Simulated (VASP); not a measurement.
Runs of VASP 6.6.1 on LiH. The structure is that of space group P6_3/mmc (No. 194), or close to it. The cells are those of the table. 

```tsv
level	cell	k mesh	gap on the mesh (eV)
PBE	a = 2.836, b = 2.836, c = 4.981 Å, angles 90.0, 90.0, 120.0°, 4 atoms	9 × 9 × 4	4.41
PBE	a = 2.725, b = 2.725, c = 4.785 Å, angles 90.0, 90.0, 120.0°, 4 atoms	9 × 9 × 4	(c)
PBE	a = 2.782, b = 2.782, c = 4.873 Å, angles 90.0, 90.0, 120.0°, 4 atoms	12 × 12 × 6	(b)
r2SCAN	a = 2.809, b = 2.809, c = 4.921 Å, angles 90.0, 90.0, 120.0°, 4 atoms	9 × 9 × 4	5.09
r2SCAN	a = 2.782, b = 2.782, c = 4.873 Å, angles 90.0, 90.0, 120.0°, 4 atoms	9 × 9 × 4	5.14
PBE	a = 2.782, b = 2.782, c = 4.885 Å, angles 90.0, 90.0, 120.0°, 4 atoms	9 × 9 × 4	4.48
PBE	a = 2.809, b = 2.809, c = 4.933 Å, angles 90.0, 90.0, 120.0°, 4 atoms	9 × 9 × 4	(a)
r2SCAN	a = 2.782, b = 2.782, c = 4.873 Å, angles 90.0, 90.0, 120.0°, 4 atoms	12 × 12 × 6	5.01
r2SCAN	a = 2.836, b = 2.836, c = 4.969 Å, angles 90.0, 90.0, 120.0°, 4 atoms	9 × 9 × 4	(d)
r2SCAN	a = 2.753, b = 2.753, c = 4.824 Å, angles 90.0, 90.0, 120.0°, 4 atoms	9 × 9 × 4	5.18
PBE	a = 2.754, b = 2.754, c = 4.835 Å, angles 90.0, 90.0, 120.0°, 4 atoms	9 × 9 × 4	4.52
r2SCAN	a = 2.725, b = 2.725, c = 4.773 Å, angles 90.0, 90.0, 120.0°, 4 atoms	9 × 9 × 4	5.22
```

Alike in all rows: task single point; potentials or basis VASP PAW PBE potentials, release 64 (Li_sv, H); no spin polarisation; cutoff (eV) 520; smearing gaussian 0.01 eV.

Task: Estimate the missing entries.

Result: (a) 4.45; (b) 4.36; (c) 4.56; (d) 5.05.

A k mesh can miss the band edges.
